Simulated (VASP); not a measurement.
Wanted: the native input for a VASP 6.6.1 run.

```
Task                   : relaxation of the atoms
Functional             : PBEsol
Potentials or basis    : VASP PAW PBE potentials, release 64 (Ca_sv, O)
Cutoff                 : 520 eV
k mesh                 : 10 × 10 × 10
Occupations            : gaussian, width 0.01 eV
Spin                   : no spin polarisation
Dipole correction      : no
Further INCAR settings : ALGO = Normal; EDIFF = 1e-06; IBRION = 2; EDIFFG = -0.002; NSW = 50
```

The structure of CaO lies in POSCAR:

```
CaO
1.0
    0.0119178812      2.3895351810      2.3895351810
    2.3895351810      0.0119178812      2.3895351810
    2.3895351810      2.3895351810      0.0119178812
Ca O
1 1
Direct
    0.0000000000      0.0000000000      0.0000000000
    0.5000000000      0.5000000000      0.5000000000
```

This cell differs from its parent crystal: equal xy, yz and zx engineering shears of +0.5 %.

These files were run (other wordings do the same):

INCAR

```
PREC = Accurate ; ENCUT = 520
EDIFF = 1E-6 ; ISMEAR = 0
SIGMA = 0.01 ; LREAL = F
LASPH = T ; NELM = 100
ALGO = Normal ; ISIF = 2
LWAVE = F ; LCHARG = F
GGA = PS ; IBRION = 2
NSW = 50 ; EDIFFG = -0.002
```

KPOINTS

```
regular mesh
0
Gamma
  10 10 10
```

Potentials or basis: VASP PAW PBE potentials, release 64 (Ca_sv, O).

Command:

```bash
$ cat potpaw_PBE.64/Ca_sv/POTCAR potpaw_PBE.64/O/POTCAR > POTCAR
$ mpirun -np 1 vasp_std > vasp.out
```

Results of the run:

```yaml
Pressure_after_relaxing: 0.7 GPa
Band_gap_on_the_k_mesh: 3.51 eV (least direct gap 3.88 eV)
```

Caveat: the cell differs from its parent crystal (equal xy, yz and zx engineering shears of +0.5 %); the PAW data sets were made with another functional, which shifts forces and pressure a little.

It took 74 s on 1 thread of Intel Xeon 8259CL (shared host), peak memory 0.19 GiB.
